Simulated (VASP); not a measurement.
# MnAl2 (Fm-3m) in VASP: settings compared

Aim: see how the results for MnAl2 move with the level of theory and the settings. Levels: PBE, PBE+U. Tasks: single point, relaxation of cell and atoms.

Program: VASP 6.6.1. These are calculated values, not measurements. Logs are shortened: lines on timing, memory, paths and dates and some standing lists are left out, and cuts for length are marked.

## Step 1: The cell of the first run

Symmetry: Fm-3m, No. 225, cubic system. Conventional cell: a = 5.767 Å, b = 5.767 Å, c = 5.767 Å, α = 90.00°, β = 90.00°, γ = 90.00°. Mn (site symmetry m-3m) has 8 Al at 2.50 Å within 3.3 Å. Al (site symmetry -43m) has 4 Mn at 2.50 Å and 6 Al at 2.88 Å within 3.3 Å.

## Step 2: Single point, PBE

INCAR

```
PREC = Accurate
ENCUT = 500
EDIFF = 1E-6
ISMEAR = 0
SIGMA = 0.0215
LREAL = F
LASPH = T
NELM = 120
ALGO = Normal
ISIF = 2
LWAVE = F
LCHARG = F
GGA = PE
NBANDS = 16
GGA_COMPAT = F
```

KPOINTS

```
regular mesh
0
Gamma
  5 5 5
```

POSCAR

```
MnAl2
1.0
    0.0000000000      2.8834165380      2.8834165380
    2.8834165380      0.0000000000      2.8834165380
    2.8834165380      2.8834165380      0.0000000000
Mn Al
1 2
Direct
    0.0000000000      0.0000000000      0.0000000000
    0.2500000000      0.2500000000      0.2500000000
    0.7500000000      0.7500000000      0.7500000000
```

Potentials or basis: VASP PAW PBE potentials, release 64 (Mn_pv, Al).

Run with:

```sh
$ cat potpaw_PBE.64/Mn_pv/POTCAR potpaw_PBE.64/Al/POTCAR > POTCAR
$ mpirun -np 1 vasp_std > vasp.out
```

OUTCAR:

```text
PREC = Accurate
   ENCUT = 500
   EDIFF = 1E-6
   ISMEAR = 0
   LREAL = F
   LASPH = T
   NELM = 120
   ISIF = 2
   GGA = PE

 ion  position               nearest neighbor table
   1  0.000  0.000  0.000-   3 2.50   3 2.50   3 2.50   2 2.50   2 2.50   2 2.50   3 2.50   2 2.50

   2  0.250  0.250  0.250-   1 2.50   1 2.50   1 2.50   1 2.50   3 2.88   3 2.88   3 2.88   3 2.88
                             3 2.88   3 2.88
   3  0.750  0.750  0.750-   1 2.50   1 2.50   1 2.50   1 2.50   2 2.88   2 2.88   2 2.88   2 2.88
                             2 2.88   2 2.88

  LATTYP: Found a face centered cubic cell.
 ALAT       =     5.7668330760

  Lattice vectors:

 A1 = (   0.0000000000,   2.8834165380,   2.8834165380)
 A2 = (   2.8834165380,   0.0000000000,   2.8834165380)
 A3 = (   2.8834165380,   2.8834165380,   0.0000000000)

Analysis of symmetry for initial positions (statically):
=====================================================================
 Subroutine PRICEL returns:
 Original cell was already a primitive cell.

 Routine SETGRP: Setting up the symmetry group for a
 face centered cubic supercell.

 Subroutine GETGRP returns: Found 48 space group operations
 (whereof 48 operations were pure point group operations)
 out of a pool of 48 trial point group operations.

The static configuration has the point symmetry O_h .

Analysis of symmetry for dynamics (positions and initial velocities):
=====================================================================
 Subroutine PRICEL returns:
 Original cell was already a primitive cell.

 Routine SETGRP: Setting up the symmetry group for a
 face centered cubic supercell.

 Subroutine GETGRP returns: Found 48 space group operations
 (whereof 48 operations were pure point group operations)
 out of a pool of 48 trial point group operations.

The dynamic configuration has the point symmetry O_h .

 Subroutine INISYM returns: Found 48 space group operations
 (whereof 48 operations are pure point group operations),
 and found     1 'primitive' translations

----------------------------------------------------------------------------------------

                                     Primitive cell

  volume of cell :      47.9460

[... 73 lines left out ...]
   ENCUT  =  500.0 eV  36.75 Ry    6.06 a.u.   7.43  7.43  7.43*2*pi/ulx,y,z
   NELM   =    120;   NELMIN=  2; NELMDL= -5     # of ELM steps
   EDIFF  = 0.1E-05   stopping-criterion for ELM
   LREAL  =      F    real-space projection
   EDIFFG = 0.1E-04   stopping-criterion for IOM
   NSW    =      0    number of steps for IOM
   IBRION =     -1    ionic relax: 0-MD 1-quasi-New 2-CG
   NFREE  =      0    steps in history (QN), initial steepest desc. (CG)
   ISIF   =      2    stress and relaxation
   ISYM   =      2    0-nonsym 1-usesym 2-fastsym
   POTIM  = 0.5000    time-step for ionic-motion
   TEBEG  =    0.0;   TEEND  =   0.0 temperature during run
   PSTRESS=    0.0 pullay stress
   NELECT =      19.0000    total number of electrons
   NUPDOWN=      -1.0000    fix difference up-down
   EMIN   =  10.00;   EMAX   =-10.00  energy-range for DOS
   EFERMI =   0.00;   METHOD = LEGACY
   ISMEAR =     0;   SIGMA  =   0.02  broadening in eV -4-tet -1-fermi 0-gaus
   EFERMI_NEDOS =   21; number of points for ismear=-14 and -15
   IALGO  =     38    algorithm
   IMIX   =      4    mixing-type and parameters
     AMIX     =   0.40;   BMIX     =  1.00
     AMIX_MAG =   1.60;   BMIX_MAG =  1.00
  volume/ion in A,a.u.               =      15.98       107.85
  Fermi-wavevector in a.u.,A,eV,Ry     =   1.202473  2.272344 19.673224  1.445941
  Thomas-Fermi vector in A             =   2.338253
   LORBIT       =      0    0 simple, 1 ext, 2 COOP (PROOUT), +10 PAW based schemes
   GGA     = PE    functional components
   LHFCALC =     F    Hartree Fock is set to
   AEXX    =    0.0000 exact exchange contribution
   IVDW    =     0    specifies the selected vdW correction
   LEPSILON=     F    determine dielectric tensor
   LRPA    =     F    only Hartree local field effects (RPA)
 non-spin polarized calculation
 Gauss-broadening in eV      SIGMA  =   0.02
  energy-cutoff  :      500.00
  volume of cell :       47.95
 maximum number of plane-waves:      1243
 NGX is ok and might be reduce to    30
   NGX = 15   NGY = 15   NGZ = 15

 number of electron      19.0000016 magnetization

 Free energy of the ion-electron system (eV)
  ---------------------------------------------------
  ext. energy  EPLUGINS =         0.00000000
  ---------------------------------------------------
  free energy    TOTEN  =       -15.71649968 eV

  energy without entropy =      -15.71466840  energy(sigma->0) =      -15.71558404

 E-fermi :   6.7216     XC(G=0): -10.6046

 val. band max:        6.7101191597   @ k =  -0.4000   0.2000   0.0000
 cond. band min:       6.8092906663   @ k =  -0.4000   0.4000   0.2000
 fundamental gap:      0.0991715066
 Fermi energy:         6.7216444132

 k-point     1 :       0.0000    0.0000    0.0000
  band No.  band energies     occupation
      1     -40.3256      2.00000
      2     -40.3256      2.00000
      3     -40.3256      2.00000
      4      -2.4565      2.00000
      5       4.8880      2.00000
      6       4.8880      2.00000
[... 167 lines left out ...]
      3     -40.3265      2.00000
      4       0.9419      2.00000
      5       2.6061      2.00000
      6       3.8453      2.00000
[... 8 lines left out ...]
     15      13.3182      0.00000
     16      15.8232      0.00000

------------------------ aborting loop because EDIFF is reached ----------------------------------------

  FORCE on cell =-STRESS in cart. coord.  units (eV):
  Direction    XX          YY          ZZ          XY          YZ          ZX
  --------------------------------------------------------------------------------------
  -------------------------------------------------------------------------------------
  Total       -0.0302937     -0.0302937     -0.0302937     -0.0000000     -0.0000000      0.0000000
  in kB       -1.0123049     -1.0123049     -1.0123049     -0.0000000     -0.0000000      0.0000000
  external PRESSURE =      -1.0123049 kB  Pullay stress =       0.0000000 kB

 VOLUME and BASIS-vectors are now :
 -----------------------------------------------------------------------------
  energy-cutoff  :      500.00
  volume of cell :       47.95
      direct lattice vectors                 reciprocal lattice vectors
     0.000000000  2.883416538  2.883416538    -0.173405401  0.173405401  0.173405401
     2.883416538  0.000000000  2.883416538     0.173405401 -0.173405401  0.173405401
     2.883416538  2.883416538  0.000000000     0.173405401  0.173405401 -0.173405401

 POSITION                                       TOTAL-FORCE (eV/Angst)
 -----------------------------------------------------------------------------------
      0.00000      0.00000      0.00000        -0.000000      0.000000     -0.000000
      1.44171      1.44171      1.44171        -0.000000     -0.000000     -0.000000
      4.32512      4.32512      4.32512         0.000000      0.000000      0.000000
 -----------------------------------------------------------------------------------
    total drift:                                0.000000     -0.000000     -0.000000

  FREE ENERGIE OF THE ION-ELECTRON SYSTEM (eV)
  ---------------------------------------------------
  free  energy   TOTEN  =       -15.7164996789 eV

  energy  without entropy=      -15.7146683988  energy(sigma->0) =      -15.71558404
```

OSZICAR:

```text
N       E                     dE             d eps       ncg     rms          rms(c)
DAV:   1     0.964613227806E+02    0.96461E+02   -0.98105E+03   344   0.108E+03
DAV:   2    -0.146360309109E+02   -0.11110E+03   -0.10830E+03   344   0.276E+02
DAV:   3    -0.172329981368E+02   -0.25970E+01   -0.25741E+01   456   0.485E+01
DAV:   4    -0.172677059386E+02   -0.34708E-01   -0.34704E-01   376   0.537E+00
DAV:   5    -0.172688038147E+02   -0.10979E-02   -0.10979E-02   424   0.959E-01    0.138E+01
DAV:   6    -0.244337225879E+02   -0.71649E+01   -0.43194E+01   344   0.730E+01    0.299E+01
DAV:   7    -0.157204354281E+02    0.87133E+01   -0.30880E+01   336   0.573E+01    0.250E+00
DAV:   8    -0.157331984910E+02   -0.12763E-01   -0.47292E-01   400   0.418E+00    0.155E+00
DAV:   9    -0.157178512266E+02    0.15347E-01   -0.53116E-02   336   0.271E+00    0.517E-01
DAV:  10    -0.157164621356E+02    0.13891E-02   -0.49838E-03   416   0.739E-01    0.850E-02
DAV:  11    -0.157164790567E+02   -0.16921E-04   -0.16209E-04   360   0.102E-01    0.451E-02
DAV:  12    -0.157164998463E+02   -0.20790E-04   -0.24209E-05   376   0.368E-02    0.630E-03
DAV:  13    -0.157164996789E+02    0.16739E-06   -0.61223E-07   280   0.799E-03
   1 F= -.15716500E+02 E0= -.15715584E+02  d E =-.183128E-02
```

stdout:

```text
POSCAR found type information on POSCAR MnAl
 POSCAR found :  2 types and       3 ions
 scaLAPACK will be used
 LDA part: xc-table for (Slater+PW92), standard interpolation
 POSCAR, INCAR and KPOINTS ok, starting setup
 FFT: planning ... GRIDC
 FFT: planning ... GRID_SOFT
 FFT: planning ... GRID
 WAVECAR not read
 entering main loop
```

Wall time 17 s (1 thread of Intel Xeon 8259CL, shared host); peak memory 0.16 GiB.

What came out:

| Property | Result |
| --- | --- |
| Free energy | -15.7165 eV |
| Pressure | -0.1 GPa |
| Band gap on the k mesh | zero (an odd number of electrons rules out a gap without spin polarisation) |

Caveat: the k points lie up to 0.38 Å⁻¹ apart, too coarse for converged energies and pressures of a metal; the run has no spin polarisation, though such a crystal can be magnetic.

## Step 3: Single point, PBE+U

This run uses another cell than the first one, of 15.89 Å³/atom.

INCAR

```
SYSTEM = MnAl2
PREC = Accurate
ENCUT = 500
EDIFF = 1E-6
ISMEAR = 0
SIGMA = 0.0215
LREAL = .False.
LASPH = .True.
NELM = 200
ALGO = Normal
ISIF = 2
LWAVE = .False.
LCHARG = .False.
LMAXMIX = 4
LDAU = .True.
LDAUTYPE = 2
LDAUL = 2 -1
LDAUU = 4 0
LDAUJ = 0 0
LDAUPRINT = 1
GGA = PE
NBANDS = 16
GGA_COMPAT = .False.
```

KPOINTS

```
regular mesh
0
Gamma
  5 5 5
  0 0 0
```

POSCAR

```
MnAl2
1.0
    0.0000000000      2.8775787398      2.8775787398
    2.8775787398      0.0000000000      2.8775787398
    2.8775787398      2.8775787398      0.0000000000
Mn Al
1 2
Direct
    0.0000000000      0.0000000000      0.0000000000
    0.2500000000      0.2500000000      0.2500000000
    0.7500000000      0.7500000000      0.7500000000
```

Potentials or basis: VASP PAW PBE potentials, release 64 (Mn_pv, Al).

Run with:

```sh
$ cat potpaw_PBE.64/Mn_pv/POTCAR potpaw_PBE.64/Al/POTCAR > POTCAR
$ mpirun -np 1 vasp_std > vasp.out
```

OUTCAR:

```text
SYSTEM = MnAl2
   PREC = Accurate
   ENCUT = 500
   EDIFF = 1E-6
   ISMEAR = 0
   LREAL = .False.
   LASPH = .True.
   NELM = 200
   ISIF = 2
   GGA = PE

 ion  position               nearest neighbor table
   1  0.000  0.000  0.000-   3 2.49   2 2.49   3 2.49   2 2.49   3 2.49   3 2.49   2 2.49   2 2.49

   2  0.250  0.250  0.250-   1 2.49   1 2.49   1 2.49   1 2.49   3 2.88   3 2.88   3 2.88   3 2.88
                             3 2.88   3 2.88
   3  0.750  0.750  0.750-   1 2.49   1 2.49   1 2.49   1 2.49   2 2.88   2 2.88   2 2.88   2 2.88
                             2 2.88   2 2.88

  LATTYP: Found a face centered cubic cell.
 ALAT       =     5.7551574796

  Lattice vectors:

 A1 = (   0.0000000000,   2.8775787398,   2.8775787398)
 A2 = (   2.8775787398,   0.0000000000,   2.8775787398)
 A3 = (   2.8775787398,   2.8775787398,   0.0000000000)

Analysis of symmetry for initial positions (statically):
=====================================================================
 Subroutine PRICEL returns:
 Original cell was already a primitive cell.

 Routine SETGRP: Setting up the symmetry group for a
 face centered cubic supercell.

 Subroutine GETGRP returns: Found 48 space group operations
 (whereof 48 operations were pure point group operations)
 out of a pool of 48 trial point group operations.

The static configuration has the point symmetry O_h .

Analysis of symmetry for dynamics (positions and initial velocities):
=====================================================================
 Subroutine PRICEL returns:
 Original cell was already a primitive cell.
[... 164 lines left out ...]
  o =  0.7186  v =  0.0000  0.0000  0.0000  0.0000  0.0000  0.0000 -0.4471 -0.0000 -0.8945  0.0000      0.0000  0.0000  0.0000  0.0000  0.0000  0.0000  0.0000  0.0000  0.0000  0.0000
  o =  0.7186  v =  0.0000 -0.4471 -0.0000 -0.8945  0.0000  0.0000  0.0000  0.0000  0.0000  0.0000      0.0000  0.0000  0.0000  0.0000  0.0000  0.0000  0.0000  0.0000  0.0000  0.0000
  o =  0.7186  v =  0.0000 -0.8945 -0.0000  0.4471  0.0000  0.0000  0.0000  0.0000  0.0000  0.0000      0.0000  0.0000  0.0000  0.0000  0.0000  0.0000  0.0000  0.0000  0.0000  0.0000
  o =  0.7186  v =  0.0000  0.0000  0.0000  0.0000  0.0000  0.0000 -0.8945 -0.0000  0.4471  0.0000      0.0000  0.0000  0.0000  0.0000  0.0000  0.0000  0.0000  0.0000  0.0000  0.0000
  o =  0.7186  v =  1.0000  0.0000  0.0000  0.0000  0.0000  0.0000  0.0000  0.0000  0.0000  0.0000      0.0000  0.0000  0.0000  0.0000  0.0000  0.0000  0.0000  0.0000  0.0000  0.0000
  o =  0.7186  v =  0.0000  0.0000  0.0000  0.0000  0.0000  1.0000  0.0000  0.0000  0.0000  0.0000      0.0000  0.0000  0.0000  0.0000  0.0000  0.0000  0.0000  0.0000  0.0000  0.0000

 number of electron      19.0000022 magnetization

 Free energy of the ion-electron system (eV)
  ---------------------------------------------------
  ext. energy  EPLUGINS =         0.00000000
  ---------------------------------------------------
  free energy    TOTEN  =       -11.20843993 eV

  energy without entropy =      -11.20727760  energy(sigma->0) =      -11.20785876

 E-fermi :   7.0258     XC(G=0): -10.6334

 val. band max:        7.0139922917   @ k =   0.2000   0.0000   0.0000
 cond. band min:       7.0789957174   @ k =   0.4000   0.4000   0.0000
 fundamental gap:      0.0650034257
 Fermi energy:         7.0258397043

 k-point     1 :       0.0000    0.0000    0.0000
  band No.  band energies     occupation
      1     -40.3533      2.00000
      2     -40.3533      2.00000
      3     -40.3533      2.00000
      4      -2.4215      2.00000
      5       4.3414      2.00000
      6       4.3414      2.00000
[... 167 lines left out ...]
      3     -40.3542      2.00000
      4       0.9755      2.00000
      5       2.5098      2.00000
      6       3.9509      2.00000
[... 8 lines left out ...]
     15      13.4457      0.00000
     16      15.9292      0.00000

------------------------ aborting loop because EDIFF is reached ----------------------------------------

  FORCE on cell =-STRESS in cart. coord.  units (eV):
  Direction    XX          YY          ZZ          XY          YZ          ZX
  --------------------------------------------------------------------------------------
  -------------------------------------------------------------------------------------
  Total        0.7190782      0.7190782      0.7190782      0.0000000     -0.0000000      0.0000000
  in kB       24.1754772     24.1754772     24.1754772      0.0000000     -0.0000000      0.0000000
  external PRESSURE =      24.1754772 kB  Pullay stress =       0.0000000 kB

 VOLUME and BASIS-vectors are now :
 -----------------------------------------------------------------------------
  energy-cutoff  :      500.00
  volume of cell :       47.66
      direct lattice vectors                 reciprocal lattice vectors
     0.000000000  2.877578740  2.877578740    -0.173757191  0.173757191  0.173757191
     2.877578740  0.000000000  2.877578740     0.173757191 -0.173757191  0.173757191
     2.877578740  2.877578740  0.000000000     0.173757191  0.173757191 -0.173757191

 POSITION                                       TOTAL-FORCE (eV/Angst)
 -----------------------------------------------------------------------------------
      0.00000      0.00000      0.00000        -0.000000     -0.000000     -0.000000
      1.43879      1.43879      1.43879         0.000000      0.000000      0.000000
      4.31637      4.31637      4.31637        -0.000000     -0.000000     -0.000000
 -----------------------------------------------------------------------------------
    total drift:                                0.000000     -0.000000     -0.000000

  FREE ENERGIE OF THE ION-ELECTRON SYSTEM (eV)
  ---------------------------------------------------
  free  energy   TOTEN  =       -11.2084399304 eV

  energy  without entropy=      -11.2072775979  energy(sigma->0) =      -11.20785876
```

It took 22 s on 1 thread of Intel Xeon 8259CL, shared host; peak memory 0.16 GiB.

Results:

```
Free energy            : -11.2084 eV
Pressure               : 2.4 GPa
Band gap on the k mesh : zero (an odd number of electrons rules out a gap without spin polarisation)
```

Eigenvalues of the final occupation matrices:
```csv
site,spin,trace,eigenvalues
site 1 d,1,2.66,0.25 0.25 0.72 0.72 0.72
site 1 d,2,2.66,0.25 0.25 0.72 0.72 0.72
```

Caveat: the k points lie up to 0.38 Å⁻¹ apart, too coarse for converged energies and pressures of a metal; the run has no spin polarisation, though such a crystal can be magnetic; U without spin polarisation on a metal has little footing; the U is typed as a test and isn't derived for this compound. Spin polarisation is off, so any magnetic state and its effect on volume and gap are missing.

[end of part 1 of 2]

The gap in the log of VASP goes by the Fermi energy; the results here count the filled bands.